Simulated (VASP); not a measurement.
# Pb (P6_3/mmc) in VASP: notebook, part 3 of 3

VASP 6.6.1. Earlier steps stand in the parts before.

### Step 6. Electric field gradients, PBEsol (28.73 Å³/atom)

This run uses another cell than the first one, of 28.73 Å³/atom.

Contents of INCAR:

```
PREC     = Accurate       # precision mode
ENCUT    = 520            # plane-wave cutoff, eV
EDIFF    = 1E-8           # SCF threshold, eV
ISMEAR   = -1             # smearing method
SIGMA    = 0.05           # smearing width, eV
LREAL    = False          # projectors in reciprocal space
LASPH    = True           # aspherical terms in the spheres
NELM     = 100            # most SCF steps
ALGO     = Normal         # electronic algorithm
ISIF     = 2              # what is computed and relaxed
LWAVE    = False          # write WAVECAR
LCHARG   = False          # write CHGCAR
GGA      = PS             # functional
LEFG     = True         
NBANDS   = 21             # bands
```

Contents of KPOINTS:

```
regular mesh
0
Gamma
  12 12 7
```

Contents of POSCAR:

```
Pb
1.0
    3.4566442775      0.0000000000      0.0000000000
   -1.7283221388      2.9935417561      0.0000000000
    0.0000000000      0.0000000000      5.5524820910
Pb
2
Direct
    0.3333333333      0.6666666667      0.2500000000
    0.6666666667      0.3333333333      0.7500000000
```

Potentials or basis: VASP PAW PBE potentials, release 64 (Pb_d).

Started as:

```bash
$ cat potpaw_PBE.64/Pb_d/POTCAR > POTCAR
$ mpirun -np 1 vasp_std > vasp.out
```

OUTCAR:

```text
PREC = Accurate
   ENCUT = 520
   EDIFF = 1E-8
   ISMEAR = -1
   LREAL = False
   LASPH = True
   NELM = 100
   ISIF = 2
   GGA = PS

 ion  position               nearest neighbor table
   1  0.333  0.667  0.250-   2 3.42   2 3.42   2 3.42   2 3.42   2 3.42   2 3.42
   2  0.667  0.333  0.750-   1 3.42   1 3.42   1 3.42   1 3.42   1 3.42   1 3.42

  LATTYP: Found a hexagonal cell.
 ALAT       =     3.4566442775
 C/A-ratio  =     1.6063215203

  Lattice vectors:

 A1 = (   3.4566442775,   0.0000000000,   0.0000000000)
[... 791 lines left out ...]
  ---------------------------------------------------
  free  energy   TOTEN  =        -7.9492299819 eV

  energy  without entropy=       -7.9385157075  energy(sigma->0) =       -7.94387284

 Electric field gradients (V/A^2)
---------------------------------------------------------------------
 ion       V_xx      V_yy      V_zz      V_xy      V_xz      V_yz
---------------------------------------------------------------------
   1       2.644     2.644    -5.288    -0.001     0.000    -0.000
   2       2.644     2.644    -5.288    -0.001    -0.000     0.000
---------------------------------------------------------------------

 Electric field gradients after diagonalization (V/A^2)
 (convention: |V_zz| > |V_xx| > |V_yy|)
----------------------------------------------------------------------
 ion       V_xx      V_yy      V_zz     asymmetry (V_yy - V_xx)/ V_zz
----------------------------------------------------------------------
   1       2.644     2.643    -5.288       0.000
   2       2.644     2.643    -5.288       0.000
----------------------------------------------------------------------

           NMR quadrupolar parameters

 Cq : quadrupolar parameter    Cq=e*Q*V_zz/h
 eta: asymmetry parameters     (V_yy - V_xx)/ V_zz
 Q  : nuclear electric quadrupole moment in mb (millibarn)
----------------------------------------------------------------------
 ion       Cq(MHz)       eta       Q (mb)
----------------------------------------------------------------------
   1      -0.013       0.000       1.000
   2      -0.013       0.000       1.000
----------------------------------------------------------------------
```

OSZICAR:

```text
N       E                     dE             d eps       ncg     rms          rms(c)
DAV:   1     0.294055136177E+03    0.29406E+03   -0.14365E+04  3192   0.166E+03
DAV:   2     0.130504747457E+02   -0.28100E+03   -0.27427E+03  3227   0.410E+02
DAV:   3    -0.733047168143E+01   -0.20381E+02   -0.20177E+02  3811   0.137E+02
DAV:   4    -0.796004491850E+01   -0.62957E+00   -0.62923E+00  3874   0.269E+01
DAV:   5    -0.798904411956E+01   -0.28999E-01   -0.28998E-01  4315   0.525E+00    0.908E-01
DAV:   6    -0.795788549517E+01    0.31159E-01   -0.53721E-02  4360   0.322E+00    0.422E-01
DAV:   7    -0.794979616185E+01    0.80893E-02   -0.19427E-02  4465   0.188E+00    0.131E-01
DAV:   8    -0.794923278040E+01    0.56338E-03   -0.11213E-03  4324   0.462E-01    0.132E-02
DAV:   9    -0.794922993403E+01    0.28464E-05   -0.39181E-05  4568   0.916E-02    0.614E-03
DAV:  10    -0.794922990356E+01    0.30476E-07   -0.23529E-06  4466   0.157E-02    0.101E-03
DAV:  11    -0.794922999098E+01   -0.87418E-07   -0.21556E-07  4481   0.649E-03    0.176E-04
DAV:  12    -0.794922997858E+01    0.12392E-07   -0.83402E-09  2472   0.152E-03    0.541E-05
DAV:  13    -0.794922998188E+01   -0.32933E-08   -0.17392E-09  2321   0.642E-04
   1 F= -.79492300E+01 E0= -.79438728E+01  d E =-.107143E-01
```

stdout:

```text
POSCAR found type information on POSCAR Pb
 POSCAR found :  1 types and       2 ions
 scaLAPACK will be used
 -----------------------------------------------------------------------------
|                                                                             |
|                                                                             |
|     You enforced a specific xc type in the INCAR file but a different       |
|     I HOPE YOU KNOW WHAT YOU ARE DOING!                                     |
|                                                                             |
 -----------------------------------------------------------------------------

 LDA part: xc-table for (Slater+PW92), standard interpolation
 POSCAR, INCAR and KPOINTS ok, starting setup
 FFT: planning ... GRIDC
 FFT: planning ... GRID_SOFT
 FFT: planning ... GRID
 WAVECAR not read
 entering main loop
ion   1

ion   2
```

Wall time 50 s (1 thread of Intel Xeon 6975P-C (Granite Rapids), shared host); peak memory 0.21 GiB.

What came out:

```yaml
Free_energy: -7.9492 eV
Pressure: 1.9 GPa
Band_gap_on_the_k_mesh: zero (bands 14 and 15 overlap by 7.88 eV)
Largest_electric_field_gradient_by_atom: Pb -5.3 V/Å²
```

Stress tensor (GPa, compression positive):
```
1.94 0.00 0.00
0.00 1.94 0.00
0.00 0.00 1.82
```

Levels at points of the mesh, in eV from the Fermi level:
| k point | band 10 | band 11 | band 12 | band 13 | band 14 | band 15 | band 16 | band 17 | band 18 | band 19 |
| --- | --- | --- | --- | --- | --- | --- | --- | --- | --- | --- |
| (0.00, 0.00, 0.00) | -16.71 | -12.13 | -8.02 | -4.43 | 5.69 | 5.69 | 7.65 | 7.65 | 8.33 | 8.89 |
| (0.50, 0.00, 0.00) | -16.68 | -8.46 | -7.18 | -2.93 | -1.45 | -0.57 | 1.79 | 1.98 | 5.91 | 6.22 |

Electric field gradients, principal values (V/Å²):
| atom | least | middle | greatest (by size) |
| --- | --- | --- | --- |
| 1 Pb | 2.643 | 2.644 | -5.288 |
| 2 Pb | 2.643 | 2.644 | -5.288 |

Caveat: without QUAD_EFG the Cq values of the log hold for a quadrupole moment of 1 mb, not for the nuclei; the PAW data sets were made with another functional, which shifts forces and pressure a little; spin-orbit coupling is left out, which moves the levels of the heavy elements.

### Step 7. Summary

```csv
cell,gap on the mesh (eV),pressure (GPa)
"a = 3.409, b = 3.409, c = 5.476 Å, angles 90.0, 90.0, 120.0°, 2 atoms",none,4.5
"a = 3.433, b = 3.433, c = 5.514 Å, angles 90.0, 90.0, 120.0°, 2 atoms",none,3.1
"a = 3.457, b = 3.457, c = 5.552 Å, angles 90.0, 90.0, 120.0°, 2 atoms",none,1.9
```

Alike in all rows: task electric field gradients; level PBEsol; potentials or basis VASP PAW PBE potentials, release 64 (Pb_d); no spin polarisation; k mesh 12 × 12 × 7; cutoff (eV) 520; smearing fermi-dirac 0.05 eV.

Caveats: the PAW data sets were made with another functional, which shifts forces and pressure a little; spin-orbit coupling is left out, which moves the levels of the heavy elements; the cell stands under pressure (at least some runs).

Total energies depend on the potentials used, so only differences within one code and one set of settings carry meaning.
